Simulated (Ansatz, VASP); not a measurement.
Two plane-wave programs on MgO

```
Mg O
1.0
     3.48610    0.00000    0.00000
    -1.74305    3.01905    0.00000
     0.00000    0.00000    4.06980
Mg O
2 2
Cartesian
  1.7431 1.0064 3.0523
  0.0000 2.0127 1.0174
  1.7431 1.0064 1.0174
  0.0000 2.0127 3.0523
```

Alike in both runs: task single point; functional PBE; k mesh 9 × 9 × 6; occupations gaussian, width 0.05 eV; no spin polarisation.

```csv
,VASP,Ansatz
version,VASP 6.6.1,Ansatz 0.2.0
potentials or method,"VASP PAW PBE potentials, release 64 (Mg, O), cutoff 520 eV","scalar-relativistic, plane waves, PAW"
valence electrons in the cell,16,32
```

```tsv
	VASP	Ansatz	Ansatz less VASP
gap on the k mesh at the Fermi level (eV)	3.60	3.62	+0.020
least direct gap on the mesh (eV)	3.60	3.62	+0.020
pressure (GPa)	8.5	9.0	+0.55
traceless stress, the component that is largest in VASP (GPa)	4.87	4.95	+0.084
```

VASP's potentials hold 16 valence electrons a cell and Ansatz's 32, so a difference there can come from the potentials and not from the codes.
